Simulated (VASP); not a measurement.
# Na3SmP2 (P6/mmm) in VASP: relaxation of cell and atoms with PBE

Aim: the relaxation of cell and atoms of Na3SmP2 with PBE.

All numbers are computed with VASP 6.6.1; they aren't measurements. Logs are shortened: lines on timing, memory, paths and dates and some standing lists are left out, and cuts for length are marked.

## 1. The cell of the first run

It takes space group P6/mmm (No. 191, hexagonal). The conventional cell has a = 5.681 Å, b = 5.681 Å, c = 4.787 Å, α = 90.00°, β = 90.00°, γ = 120.00°. Within 3.8 Å of Na (site symmetry mmm) lie 4 Na at 2.84 Å and 4 P at 2.90 Å and 4 Sm at 3.71 Å. Within 4.3 Å of Sm (site symmetry 6/mmm) lie 6 P at 3.28 Å and 12 Na at 3.71 Å. P (site symmetry -6m2) has 6 Na at 2.90 Å and 3 P at 3.28 Å and 3 Sm at 3.28 Å within 3.8 Å.

The cell was generated, and may not be a known phase.

## 2. Relaxation of cell and atoms, PBE

The input, INCAR:

```
SYSTEM = Na3SmP2
ALGO = Normal
EDIFF = 1E-7
EDIFFG = -0.01
ENCUT = 500
GGA = PE
GGA_COMPAT = .False.
IBRION = 2
ISIF = 3
ISMEAR = 0
LASPH = .True.
LCHARG = .False.
LMAXMIX = 6
LREAL = .False.
LWAVE = .False.
NELM = 200
NELMIN = 4
NSW = 100
PREC = Accurate
SIGMA = 0.1
```

The input, KPOINTS:

```
k-points
0
Gamma
  12 12 8
  0 0 0
```

The input, POSCAR:

```
Na3SmP2
1.0
    5.6806763824      0.0000000000      0.0000000000
   -2.8403381912      4.9196100578      0.0000000000
    0.0000000000      0.0000000000      4.7868704661
Na Sm P
3 1 2
Direct
    0.5000000000      0.0000000000      0.5000000000
    0.5000000000      0.5000000000      0.5000000000
    0.0000000000      0.5000000000      0.5000000000
    0.0000000000      0.0000000000      0.0000000000
    0.3333333333      0.6666666667      0.0000000000
    0.6666666667      0.3333333333      0.0000000000
```

Potentials or basis: VASP PAW PBE potentials, release 64 (Na_pv, Sm_3, P), 4f in core.

Command:

```
cat potpaw_PBE.64/Na_pv/POTCAR potpaw_PBE.64/Sm_3/POTCAR potpaw_PBE.64/P/POTCAR > POTCAR
mpirun -np 1 vasp_std > vasp.out
```

OUTCAR:

```text
SYSTEM = Na3SmP2
   EDIFF = 1E-7
   EDIFFG = -0.01
   ENCUT = 500
   GGA = PE
   IBRION = 2
   ISIF = 3
   ISMEAR = 0
   LASPH = .True.
   LREAL = .False.
   NELM = 200
   NELMIN = 4
   NSW = 100
   PREC = Accurate

 ion  position               nearest neighbor table
   1  0.500  0.000  0.500-
   2  0.500  0.500  0.500-
   3  0.000  0.500  0.500-
   4  0.000  0.000  0.000-   5 3.28   6 3.28   5 3.28   6 3.28   6 3.28   5 3.28
   5  0.333  0.667  0.000-   4 3.28   4 3.28   4 3.28
   6  0.667  0.333  0.000-   4 3.28   4 3.28   4 3.28

  LATTYP: Found a hexagonal cell.
 ALAT       =     5.6806763824
 C/A-ratio  =     0.8426585399

  Lattice vectors:

 A1 = (   5.6806763824,   0.0000000000,   0.0000000000)
 A2 = (  -2.8403381912,   4.9196100578,   0.0000000000)
 A3 = (   0.0000000000,   0.0000000000,   4.7868704661)

Analysis of symmetry for initial positions (statically):
=====================================================================
 Subroutine PRICEL returns:
 Original cell was already a primitive cell.

 Routine SETGRP: Setting up the symmetry group for a
 hexagonal supercell.

 Subroutine GETGRP returns: Found 24 space group operations
 (whereof 24 operations were pure point group operations)
 out of a pool of 24 trial point group operations.

The static configuration has the point symmetry D_6h.

Analysis of symmetry for dynamics (positions and initial velocities):
=====================================================================
 Subroutine PRICEL returns:
 Original cell was already a primitive cell.

 Routine SETGRP: Setting up the symmetry group for a
 hexagonal supercell.

 Subroutine GETGRP returns: Found 24 space group operations
 (whereof 24 operations were pure point group operations)
 out of a pool of 24 trial point group operations.

The dynamic configuration has the point symmetry D_6h.

 Subroutine INISYM returns: Found 24 space group operations
 (whereof 24 operations are pure point group operations),
 and found     1 'primitive' translations

----------------------------------------------------------------------------------------

                                     Primitive cell

  volume of cell :     133.7773

  direct lattice vectors                    reciprocal lattice vectors
     5.680676382  0.000000000  0.000000000     0.176035375  0.101634071  0.000000000
    -2.840338191  4.919610058  0.000000000     0.000000000  0.203268143  0.000000000
     0.000000000  0.000000000  4.786870466     0.000000000  0.000000000  0.208904755

  length of vectors
     5.680676382  5.680676382  4.786870466     0.203268143  0.203268143  0.208904755

  position of ions in fractional coordinates (direct lattice)
     0.500000000  0.000000000  0.500000000
     0.500000000  0.500000000  0.500000000
     0.000000000  0.500000000  0.500000000
     0.000000000  0.000000000  0.000000000
     0.333333333  0.666666667  0.000000000
     0.666666667  0.333333333  0.000000000

  ion indices of the primitive-cell ions
   primitive index   ion index
                 1           1
                 2           2
                 3           3
                 4           4
                 5           5
                 6           6

----------------------------------------------------------------------------------------

 KPOINTS: k-points

[... 72 lines left out ...]
   NFREE  =      1    steps in history (QN), initial steepest desc. (CG)
   ISIF   =      3    stress and relaxation
   ISYM   =      2    0-nonsym 1-usesym 2-fastsym
   POTIM  = 0.5000    time-step for ionic-motion
   TEBEG  =    0.0;   TEEND  =   0.0 temperature during run
   PSTRESS=    0.0 pullay stress
   NELECT =      42.0000    total number of electrons
   NUPDOWN=      -1.0000    fix difference up-down
   EMIN   =  10.00;   EMAX   =-10.00  energy-range for DOS
   EFERMI =   0.00;   METHOD = LEGACY
   ISMEAR =     0;   SIGMA  =   0.10  broadening in eV -4-tet -1-fermi 0-gaus
   EFERMI_NEDOS =   21; number of points for ismear=-14 and -15
   IALGO  =     38    algorithm
   IMIX   =      4    mixing-type and parameters
     AMIX     =   0.40;   BMIX     =  1.00
     AMIX_MAG =   1.60;   BMIX_MAG =  1.00
  volume/ion in A,a.u.               =      22.30       150.46
  Fermi-wavevector in a.u.,A,eV,Ry     =   1.112663  2.102629 16.844282  1.238020
  Thomas-Fermi vector in A             =   2.249240
   LORBIT       =      0    0 simple, 1 ext, 2 COOP (PROOUT), +10 PAW based schemes
   GGA     = PE    functional components
   LHFCALC =     F    Hartree Fock is set to
   AEXX    =    0.0000 exact exchange contribution
   IVDW    =     0    specifies the selected vdW correction
   LEPSILON=     F    determine dielectric tensor
   LRPA    =     F    only Hartree local field effects (RPA)
 conjugate gradient relaxation of ions
 non-spin polarized calculation
 Gauss-broadening in eV      SIGMA  =   0.10
  energy-cutoff  :      500.00
  volume of cell :      133.78
 maximum number of plane-waves:      3431
 NGX is ok and might be reduce to    42
   NGX = 21   NGY = 21   NGZ = 17

--------------------------------------- Ionic step        1  -------------------------------------------

 number of electron      41.9999962 magnetization

 Free energy of the ion-electron system (eV)
  ---------------------------------------------------
  ext. energy  EPLUGINS =         0.00000000
  ---------------------------------------------------
  free energy    TOTEN  =       -20.23219714 eV

  energy without entropy =      -20.20791709  energy(sigma->0) =      -20.22005711

------------------------ aborting loop because EDIFF is reached ----------------------------------------

  FORCE on cell =-STRESS in cart. coord.  units (eV):
  Direction    XX          YY          ZZ          XY          YZ          ZX
  --------------------------------------------------------------------------------------
  -------------------------------------------------------------------------------------
  Total        0.0187285      0.0187285      0.1447712     -0.0000000      0.0000000     -0.0000000
  in kB        0.2243008      0.2243008      1.7338459     -0.0000000      0.0000000     -0.0000000
  external PRESSURE =       0.7274825 kB  Pullay stress =       0.0000000 kB

 VOLUME and BASIS-vectors are now :
 -----------------------------------------------------------------------------
  energy-cutoff  :      500.00
  volume of cell :      133.78
      direct lattice vectors                 reciprocal lattice vectors
     5.680676382  0.000000000  0.000000000     0.176035375  0.101634071  0.000000000
    -2.840338191  4.919610058  0.000000000     0.000000000  0.203268143  0.000000000
     0.000000000  0.000000000  4.786870466     0.000000000  0.000000000  0.208904755

 POSITION                                       TOTAL-FORCE (eV/Angst)
 -----------------------------------------------------------------------------------
      2.84034      0.00000      2.39344         0.000000      0.000000      0.000000
      1.42017      2.45981      2.39344         0.000000      0.000000      0.000000
     -1.42017      2.45981      2.39344         0.000000      0.000000      0.000000
      0.00000      0.00000      0.00000         0.000000      0.000000      0.000000
     -0.00000      3.27974      0.00000        -0.000000      0.000000      0.000000
      2.84034      1.63987      0.00000         0.000000      0.000000      0.000000
 -----------------------------------------------------------------------------------
    total drift:                                0.000000     -0.000000     -0.000000

  FREE ENERGIE OF THE ION-ELECTRON SYSTEM (eV)
  ---------------------------------------------------
  free  energy   TOTEN  =       -20.2321971398 eV

  energy  without entropy=      -20.2079170894  energy(sigma->0) =      -20.22005711

--------------------------------------- Ionic step        2  -------------------------------------------

 number of electron      41.9999958 magnetization

 Free energy of the ion-electron system (eV)
  ---------------------------------------------------
  ext. energy  EPLUGINS =         0.00000000
  ---------------------------------------------------
  free energy    TOTEN  =       -20.23231159 eV

  energy without entropy =      -20.20794385  energy(sigma->0) =      -20.22012772

 E-fermi :   3.2601     XC(G=0):  -9.1107

 val. band max:        3.2596245993   @ k =   0.2500   0.0833   0.2500
 cond. band min:       3.2625680471   @ k =   0.4167   0.1667   0.3750
 fundamental gap:      0.0029434478
 Fermi energy:         3.2601153523

 k-point     1 :       0.0000    0.0000    0.0000
  band No.  band energies     occupation
      1     -38.3907      2.00000
      2     -21.1858      2.00000
      3     -21.0572      2.00000
      4     -21.0572      2.00000
      5     -20.8950      2.00000
      6     -20.8861      2.00000
[... 661 lines left out ...]
     24       5.2838      0.00000
     25       5.8591      0.00000

 [... further k-points ...]

------------------------ aborting loop because EDIFF is reached ----------------------------------------

  FORCE on cell =-STRESS in cart. coord.  units (eV):
  Direction    XX          YY          ZZ          XY          YZ          ZX
  --------------------------------------------------------------------------------------
  -------------------------------------------------------------------------------------
  Total       -0.0206224     -0.0206224      0.0536064      0.0000000      0.0000000     -0.0000000
  in kB       -0.2466216     -0.2466216      0.6410751      0.0000000      0.0000000     -0.0000000
  external PRESSURE =       0.0492773 kB  Pullay stress =       0.0000000 kB

 VOLUME and BASIS-vectors are now :
 -----------------------------------------------------------------------------
  energy-cutoff  :      500.00
  volume of cell :      133.97
      direct lattice vectors                 reciprocal lattice vectors
     5.681531809  0.000000000 -0.000000000     0.176008871  0.101618769  0.000000000
    -2.840765904  4.920350879 -0.000000000    -0.000000000  0.203237538 -0.000000000
    -0.000000000  0.000000000  4.792442502     0.000000000  0.000000000  0.208661867

 POSITION                                       TOTAL-FORCE (eV/Angst)
 -----------------------------------------------------------------------------------
      2.84077      0.00000      2.39622         0.000000     -0.000000     -0.000000
      1.42038      2.46018      2.39622         0.000000     -0.000000     -0.000000
     -1.42038      2.46018      2.39622         0.000000      0.000000     -0.000000
      0.00000      0.00000     -0.00000         0.000000      0.000000     -0.000000
     -0.00000      3.28023     -0.00000        -0.000000      0.000000      0.000000
      2.84077      1.64012     -0.00000         0.000000     -0.000000     -0.000000
 -----------------------------------------------------------------------------------
    total drift:                                0.000000     -0.000000     -0.000000

  FREE ENERGIE OF THE ION-ELECTRON SYSTEM (eV)
  ---------------------------------------------------
  free  energy   TOTEN  =       -20.2323115917 eV

  energy  without entropy=      -20.2079438474  energy(sigma->0) =      -20.22012772

 reached required accuracy - stopping structural energy minimisation
```

It took 8.5 min on 1 thread of Intel Xeon Platinum 8488C (Sapphire Rapids), shared host; peak memory 0.44 GiB.

What came out:

| Item | Value |
| --- | --- |
| Free energy | -20.2323 eV |
| Relaxed volume | 22.33 Å³/atom |
| Relaxed cell | a = 5.682 Å, b = 5.682 Å, c = 4.792 Å, α = 90.00°, β = 90.00°, γ = 120.00° |
| Space group after relaxing (to 0.1 Å) | P6/mmm (No. 191) |
| Energy gained by relaxing | 0.0 meV/atom |
| Ionic steps | 2 |
| Pressure after relaxing | 0.0 GPa |
| Band gap on the k mesh | zero (bands 21 and 22 overlap by 0.56 eV) |

Step by step:
```tsv
step	energy change (eV)	largest force (eV/Å)	pressure (GPa)	volume (Å³)
1	0.0000	0.0000	0.07	133.78
2	-0.0001	0.0000	0.00	133.97
```

Final structure:
```cif
data_structure
_symmetry_space_group_name_H-M 'P 1'
_symmetry_Int_Tables_number 1
_cell_length_a 5.6815
_cell_length_b 5.6815
_cell_length_c 4.7924
_cell_angle_alpha 90.000
_cell_angle_beta 90.000
_cell_angle_gamma 120.000
_cell_volume 133.97
loop_
_atom_site_label
_atom_site_type_symbol
_atom_site_fract_x
_atom_site_fract_y
_atom_site_fract_z
_atom_site_occupancy
Na1 Na 0.50000 0.00000 0.50000 1
Na2 Na 0.50000 0.50000 0.50000 1
Na3 Na 0.00000 0.50000 0.50000 1
Sm1 Sm 0.00000 0.00000 0.00000 1
P1 P 0.33333 0.66667 0.00000 1
P2 P 0.66667 0.33333 0.00000 1
```

Caveat: spin-orbit coupling is left out, which moves the levels of the heavy elements; the 4f electrons are frozen in the core, so they carry no moment and show no levels.
